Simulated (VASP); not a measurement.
# HfC (Fm-3m) in VASP: further runs

Runs on HfC. Level: PBEsol. Tasks: single point.

Everything below comes from runs of VASP 6.6.1. Logs are shortened: lines on timing, memory, paths and dates and some standing lists are left out, and cuts for length are marked.

## 1. The cell of the first run

Symmetry: Fm-3m, No. 225, cubic system. Conventional cell: a = 4.587 Å, b = 4.587 Å, c = 4.587 Å, α = 90.00°, β = 90.00°, γ = 90.00°. Within 3.0 Å of Hf (site symmetry m-3m) lie 6 C at 2.29 Å. C (site symmetry m-3m) has 6 Hf at 2.29 Å within 3.0 Å.

## 2. Single point, PBEsol (12.07 Å³/atom)

INCAR reads:

```
SYSTEM = HfC
  PREC = Accurate
  ENCUT = 600
  EDIFF = 1E-6
  ISMEAR = -1
  SIGMA = 0.05
  LREAL = .FALSE.
  LASPH = .TRUE.
  NELM = 120
  ALGO = Normal
  ISIF = 2
  LWAVE = .FALSE.
  LCHARG = .FALSE.
  GGA = PS
  NBANDS = 14
  GGA_COMPAT = .FALSE.
```

KPOINTS reads:

```
regular mesh
0
G
  15 15 15
  0 0 0
```

POSCAR reads:

```
HfC
1.0
    0.0000000000      2.2935772291      2.2935772291
    2.2935772291      0.0000000000      2.2935772291
    2.2935772291      2.2935772291      0.0000000000
Hf C
1 1
Direct
    0.5000000000      0.5000000000      0.5000000000
    0.0000000000      0.0000000000      0.0000000000
```

Potentials or basis: VASP PAW PBE potentials, release 64 (Hf_pv, C).

Run with:

```console
$ cat potpaw_PBE.64/Hf_pv/POTCAR potpaw_PBE.64/C/POTCAR > POTCAR
$ mpirun -np 1 vasp_std > vasp.out
```

OUTCAR:

```text
SYSTEM = HfC
   PREC = Accurate
   ENCUT = 600
   EDIFF = 1E-6
   ISMEAR = -1
   LREAL = .FALSE.
   LASPH = .TRUE.
   NELM = 120
   ISIF = 2
   GGA = PS

 ion  position               nearest neighbor table
   1  0.500  0.500  0.500-   2 2.29   2 2.29   2 2.29   2 2.29   2 2.29   2 2.29
   2  0.000  0.000  0.000-   1 2.29   1 2.29   1 2.29   1 2.29   1 2.29   1 2.29

  LATTYP: Found a face centered cubic cell.
 ALAT       =     4.5871544582

  Lattice vectors:

 A1 = (   0.0000000000,   2.2935772291,   2.2935772291)
 A2 = (   2.2935772291,   0.0000000000,   2.2935772291)
 A3 = (   2.2935772291,   2.2935772291,   0.0000000000)

Analysis of symmetry for initial positions (statically):
=====================================================================
 Subroutine PRICEL returns:
 Original cell was already a primitive cell.

 Routine SETGRP: Setting up the symmetry group for a
 face centered cubic supercell.

 Subroutine GETGRP returns: Found 48 space group operations
 (whereof 48 operations were pure point group operations)
 out of a pool of 48 trial point group operations.

The static configuration has the point symmetry O_h .

Analysis of symmetry for dynamics (positions and initial velocities):
=====================================================================
 Subroutine PRICEL returns:
 Original cell was already a primitive cell.

 Routine SETGRP: Setting up the symmetry group for a
 face centered cubic supercell.

 Subroutine GETGRP returns: Found 48 space group operations
 (whereof 48 operations were pure point group operations)
 out of a pool of 48 trial point group operations.

The dynamic configuration has the point symmetry O_h .

 Subroutine INISYM returns: Found 48 space group operations
 (whereof 48 operations are pure point group operations),
 and found     1 'primitive' translations

----------------------------------------------------------------------------------------

                                     Primitive cell

  volume of cell :      24.1307

  direct lattice vectors                    reciprocal lattice vectors
     0.000000000  2.293577229  2.293577229    -0.218000072  0.218000072  0.218000072
     2.293577229  0.000000000  2.293577229     0.218000072 -0.218000072  0.218000072
     2.293577229  2.293577229  0.000000000     0.218000072  0.218000072 -0.218000072

  length of vectors
     3.243608024  3.243608024  3.243608024     0.377587200  0.377587200  0.377587200

  position of ions in fractional coordinates (direct lattice)
     0.500000000  0.500000000  0.500000000
     0.000000000  0.000000000  0.000000000

  ion indices of the primitive-cell ions
   primitive index   ion index
                 1           1
                 2           2

----------------------------------------------------------------------------------------

 KPOINTS: regular mesh

Automatic generation of k-mesh.
 Grid dimensions read from file:
 generate k-points for:   15   15   15

 Generating k-lattice:

  Cartesian coordinates                     Fractional coordinates (reciprocal lattice)
    -0.014533338  0.014533338  0.014533338     0.066666667  0.000000000  0.000000000
     0.014533338 -0.014533338  0.014533338     0.000000000  0.066666667  0.000000000
     0.014533338  0.014533338 -0.014533338     0.000000000  0.000000000  0.066666667

  Length of vectors
     0.025172480  0.025172480  0.025172480

  Shift w.r.t. Gamma in fractional coordinates (k-lattice)
     0.000000000  0.000000000  0.000000000

 Subroutine IBZKPT returns following result:
 ===========================================

 Found    120 irreducible k-points:

 Following reciprocal coordinates:
            Coordinates               Weight
  0.000000  0.000000  0.000000      1.000000
  0.066667  0.000000  0.000000      8.000000
  0.133333  0.000000  0.000000      8.000000
  0.200000  0.000000  0.000000      8.000000
  0.266667  0.000000  0.000000      8.000000
  0.333333  0.000000  0.000000      8.000000
[... 16 lines left out ...]
  0.133333  0.133333  0.000000      6.000000
  0.200000  0.133333  0.000000     24.000000
 [... further k-points ...]
   k-points           NKPTS =    120   k-points in BZ     NKDIM =    120   number of bands    NBANDS=     14
   number of dos      NEDOS =    301   number of ions     NIONS =      2
   total plane-waves  NPLWV =  21952
   dimension x,y,z NGX =    28 NGY =   28 NGZ =   28
   dimension x,y,z NGXF=    56 NGYF=   56 NGZF=   56
   ions per type =               1   1
   NGX,Y,Z   is equivalent  to a cutoff of  14.35, 14.35, 14.35 a.u.
   NGXF,Y,Z  is equivalent  to a cutoff of  28.70, 28.70, 28.70 a.u.
 SYSTEM =  HfC
   PREC   = accura    normal or accurate (medium, high low for compatibility)
   ISTART =      0    job   : 0-new  1-cont  2-samecut
   ICHARG =      2    charge: 1-file 2-atom 10-const
   ISPIN  =      1    spin polarized calculation?
   LNONCOLLINEAR =      F non collinear calculations
   LSORBIT =      F    spin-orbit coupling
   LASPH  =      T    aspherical Exc in radial PAW
   ENCUT  =  600.0 eV  44.10 Ry    6.64 a.u.   6.48  6.48  6.48*2*pi/ulx,y,z
   NELM   =    120;   NELMIN=  2; NELMDL= -5     # of ELM steps
   EDIFF  = 0.1E-05   stopping-criterion for ELM
   LREAL  =      F    real-space projection
   EDIFFG = 0.1E-04   stopping-criterion for IOM
   NSW    =      0    number of steps for IOM
   IBRION =     -1    ionic relax: 0-MD 1-quasi-New 2-CG
   NFREE  =      0    steps in history (QN), initial steepest desc. (CG)
   ISIF   =      2    stress and relaxation
   ISYM   =      2    0-nonsym 1-usesym 2-fastsym
   POTIM  = 0.5000    time-step for ionic-motion
   TEBEG  =    0.0;   TEEND  =   0.0 temperature during run
   PSTRESS=    0.0 pullay stress
   NELECT =      14.0000    total number of electrons
   NUPDOWN=      -1.0000    fix difference up-down
   EMIN   =  10.00;   EMAX   =-10.00  energy-range for DOS
   EFERMI =   0.00;   METHOD = LEGACY
   ISMEAR =    -1;   SIGMA  =   0.05  broadening in eV -4-tet -1-fermi 0-gaus
   EFERMI_NEDOS =   21; number of points for ismear=-14 and -15
   IALGO  =     38    algorithm
   IMIX   =      4    mixing-type and parameters
     AMIX     =   0.40;   BMIX     =  1.00
     AMIX_MAG =   1.60;   BMIX_MAG =  1.00
  volume/ion in A,a.u.               =      12.07        81.42
  Fermi-wavevector in a.u.,A,eV,Ry     =   1.365403  2.580237 25.365681  1.864325
  Thomas-Fermi vector in A             =   2.491634
   LORBIT       =      0    0 simple, 1 ext, 2 COOP (PROOUT), +10 PAW based schemes
   GGA     = PS    functional components
   LHFCALC =     F    Hartree Fock is set to
   AEXX    =    0.0000 exact exchange contribution
   IVDW    =     0    specifies the selected vdW correction
   LEPSILON=     F    determine dielectric tensor
   LRPA    =     F    only Hartree local field effects (RPA)
 non-spin polarized calculation
  energy-cutoff  :      600.00
  volume of cell :       24.13
 maximum number of plane-waves:       825
 NGX is ok and might be reduce to    28
   NGX = 13   NGY = 13   NGZ = 13

 number of electron      13.9999999 magnetization

 Free energy of the ion-electron system (eV)
  ---------------------------------------------------
  ext. energy  EPLUGINS =         0.00000000
  ---------------------------------------------------
  free energy    TOTEN  =       -22.19451851 eV

  energy without entropy =      -22.19152394  energy(sigma->0) =      -22.19302123

 E-fermi :   6.0882     XC(G=0): -12.6225

 val. band max:        6.0867248514   @ k =   0.4000   0.3333   0.0000
 cond. band min:       6.1033228730   @ k =   0.3333   0.2667   0.0000
 fundamental gap:      0.0165980216
 Fermi energy:         6.0882453487

 k-point     1 :       0.0000    0.0000    0.0000
  band No.  band energies     occupation
      1     -23.1788      2.00000
      2     -23.1788      2.00000
      3     -23.1788      2.00000
      4      -6.3734      2.00000
      5       7.1717      0.00000
      6       7.1717      0.00000
      7       7.1717      0.00000
      8       7.4773      0.00000
      9       7.4773      0.00000
     10       7.4773      0.00000
     11       9.6132      0.00000
     12       9.6132      0.00000
     13      13.4442      0.00000
     14      17.1874      0.00000

 k-point     2 :       0.0667    0.0000    0.0000
  band No.  band energies     occupation
      1     -23.2161      2.00000
      2     -23.1823      2.00000
      3     -23.1823      2.00000
      4      -6.2526      2.00000
      5       6.3026      0.02714
      6       6.5665      0.00014
      7       6.5665      0.00014
      8       7.7380      0.00000
      9       7.7380      0.00000
     10       8.0651      0.00000
     11      10.2028      0.00000
     12      10.2028      0.00000
     13      13.6952      0.00000
     14      17.5229      0.00000

 k-point     3 :       0.1333    0.0000    0.0000
  band No.  band energies     occupation
      1     -23.3201      2.00000
      2     -23.1921      2.00000
      3     -23.1921      2.00000
      4      -5.9025      2.00000
      5       5.1327      2.00000
      6       5.6694      1.99954
      7       5.6694      1.99954
      8       8.1277      0.00000
      9       8.1277      0.00000
     10       8.5242      0.00000
     11      11.4324      0.00000
     12      11.4324      0.00000
     13      14.3379      0.00000
     14      18.4475      0.00000
[... 324 lines left out ...]
 k-point    23 :       0.1333    0.1333    0.0000
  band No.  band energies     occupation
      1     -23.3104      2.00000
      2     -23.2244      2.00000
      3     -23.2244      2.00000
      4      -5.7736      2.00000
      5       4.3413      2.00000
      6       6.0388      1.45797
      7       6.0388      1.45797
      8       6.6788      0.00001
      9       9.4958      0.00000
     10       9.4958      0.00000
     11       9.8966      0.00000
     12      11.9905      0.00000
     13      15.1159      0.00000
     14      18.8356      0.00000

 k-point    24 :       0.2000    0.1333    0.0000
  band No.  band energies     occupation
      1     -23.4067      2.00000
      2     -23.2466      2.00000
      3     -23.2381      2.00000
      4      -5.4072      2.00000
      5       3.5618      2.00000
      6       5.3707      2.00000
      7       5.6641      1.99959
      8       6.8298      0.00000
      9       9.7049      0.00000
     10      10.0259      0.00000
     11      10.8305      0.00000
     12      12.7103      0.00000
     13      16.0372      0.00000
     14      19.7932      0.00000

 [... further k-points ...]

------------------------ aborting loop because EDIFF is reached ----------------------------------------

  FORCE on cell =-STRESS in cart. coord.  units (eV):
  Direction    XX          YY          ZZ          XY          YZ          ZX
  --------------------------------------------------------------------------------------
  -------------------------------------------------------------------------------------
  Total        0.4420235      0.4420235      0.4420235      0.0000000     -0.0000000      0.0000000
  in kB       29.3484933     29.3484933     29.3484933      0.0000000     -0.0000000      0.0000000
  external PRESSURE =      29.3484933 kB  Pullay stress =       0.0000000 kB

 VOLUME and BASIS-vectors are now :
 -----------------------------------------------------------------------------
  energy-cutoff  :      600.00
  volume of cell :       24.13
      direct lattice vectors                 reciprocal lattice vectors
     0.000000000  2.293577229  2.293577229    -0.218000072  0.218000072  0.218000072
     2.293577229  0.000000000  2.293577229     0.218000072 -0.218000072  0.218000072
     2.293577229  2.293577229  0.000000000     0.218000072  0.218000072 -0.218000072

 POSITION                                       TOTAL-FORCE (eV/Angst)
 -----------------------------------------------------------------------------------
      2.29358      2.29358      2.29358         0.000000      0.000000     -0.000000
      0.00000      0.00000      0.00000        -0.000000     -0.000000      0.000000
 -----------------------------------------------------------------------------------
    total drift:                                0.000000      0.000000      0.000000

  FREE ENERGIE OF THE ION-ELECTRON SYSTEM (eV)
  ---------------------------------------------------
  free  energy   TOTEN  =       -22.1945185063 eV

  energy  without entropy=      -22.1915239450  energy(sigma->0) =      -22.19302123
```

It took 73 s on 1 thread of Intel Xeon 8259CL, shared host; peak memory 0.19 GiB.

Results:

* Free energy: -22.1945 eV
* Pressure: 2.9 GPa
* Band gap on the k mesh: zero (bands 7 and 8 overlap by 1.47 eV)

Caveat: the PAW data sets were made with another functional, which shifts forces and pressure a little; spin-orbit coupling is left out, which moves the levels of the heavy elements.

## 3. Single point, PBEsol (12.32 Å³/atom)

This run uses another cell than the first one, of 12.32 Å³/atom.

INCAR reads:

```
SYSTEM = HfC
ALGO = Normal
EDIFF = 1E-6
ENCUT = 600
GGA = PS
GGA_COMPAT = .FALSE.
ISIF = 2
ISMEAR = -1
LASPH = .TRUE.
LCHARG = .FALSE.
LREAL = .FALSE.
LWAVE = .FALSE.
NBANDS = 14
NELM = 120
PREC = Accurate
SIGMA = 0.05
```

KPOINTS reads:

```
k-points
0
G
  15 15 15
  0 0 0
```

POSCAR reads:

```
HfC
1.0
    0.0000000000      2.3093955030      2.3093955030
    2.3093955030      0.0000000000      2.3093955030
    2.3093955030      2.3093955030      0.0000000000
Hf C
1 1
Direct
    0.5000000000      0.5000000000      0.5000000000
    0.0000000000      0.0000000000      0.0000000000
```

Potentials or basis: VASP PAW PBE potentials, release 64 (Hf_pv, C).

Run with:

```console
$ cat potpaw_PBE.64/Hf_pv/POTCAR potpaw_PBE.64/C/POTCAR > POTCAR
$ mpirun -np 1 vasp_std > vasp.out
```

OUTCAR:

```text
SYSTEM = HfC
   EDIFF = 1E-6
   ENCUT = 600
   GGA = PS
   ISIF = 2
   ISMEAR = -1
   LASPH = .TRUE.
   LREAL = .FALSE.
   NELM = 120
   PREC = Accurate

 ion  position               nearest neighbor table
   1  0.500  0.500  0.500-   2 2.31   2 2.31   2 2.31   2 2.31   2 2.31   2 2.31
   2  0.000  0.000  0.000-   1 2.31   1 2.31   1 2.31   1 2.31   1 2.31   1 2.31

  LATTYP: Found a face centered cubic cell.
 ALAT       =     4.6187910060

  Lattice vectors:

[... 596 lines left out ...]

  FORCE on cell =-STRESS in cart. coord.  units (eV):
  Direction    XX          YY          ZZ          XY          YZ          ZX
  --------------------------------------------------------------------------------------
  -------------------------------------------------------------------------------------
  Total       -0.3593540     -0.3593540     -0.3593540      0.0000000      0.0000000      0.0000000
  in kB      -23.3726603    -23.3726603    -23.3726603      0.0000000      0.0000000      0.0000000
  external PRESSURE =     -23.3726603 kB  Pullay stress =       0.0000000 kB

 VOLUME and BASIS-vectors are now :
 -----------------------------------------------------------------------------
  energy-cutoff  :      600.00
  volume of cell :       24.63
      direct lattice vectors                 reciprocal lattice vectors
     0.000000000  2.309395503  2.309395503    -0.216506873  0.216506873  0.216506873
     2.309395503  0.000000000  2.309395503     0.216506873 -0.216506873  0.216506873
     2.309395503  2.309395503  0.000000000     0.216506873  0.216506873 -0.216506873

 POSITION                                       TOTAL-FORCE (eV/Angst)
 -----------------------------------------------------------------------------------
      2.30940      2.30940      2.30940         0.000000     -0.000000      0.000000
      0.00000      0.00000      0.00000        -0.000000      0.000000     -0.000000
 -----------------------------------------------------------------------------------
    total drift:                                0.000000      0.000000      0.000000

  FREE ENERGIE OF THE ION-ELECTRON SYSTEM (eV)
  ---------------------------------------------------
  free  energy   TOTEN  =       -22.1957426564 eV

  energy  without entropy=      -22.1926299620  energy(sigma->0) =      -22.19418631
```

stdout:

```text
POSCAR found type information on POSCAR HfC
 POSCAR found :  2 types and       2 ions
 scaLAPACK will be used
 -----------------------------------------------------------------------------
|                                                                             |
|                                                                             |
|     You enforced a specific xc type in the INCAR file but a different       |
|     I HOPE YOU KNOW WHAT YOU ARE DOING!                                     |
|                                                                             |
 -----------------------------------------------------------------------------

 LDA part: xc-table for (Slater+PW92), standard interpolation
 POSCAR, INCAR and KPOINTS ok, starting setup
 FFT: planning ... GRIDC
 FFT: planning ... GRID_SOFT
 FFT: planning ... GRID
 WAVECAR not read
 entering main loop
```

Wall time 76 s (1 thread of Intel Xeon 8259CL, shared host); peak memory 0.2 GiB.

Results:

- Free energy: -22.1957 eV
- Pressure: -2.3 GPa
- Band gap on the k mesh: zero (bands 7 and 8 overlap by 1.46 eV)

Levels at points of the mesh, in eV from the Fermi level:
| k point | band 5 | band 6 | band 7 | band 8 | band 9 | band 10 |
| --- | --- | --- | --- | --- | --- | --- |
| (0.00, 0.00, 0.00) | 1.07 | 1.07 | 1.07 | 1.39 | 1.39 | 1.39 |

Caveat: the PAW data sets were made with another functional, which shifts forces and pressure a little; spin-orbit coupling is left out, which moves the levels of the heavy elements.
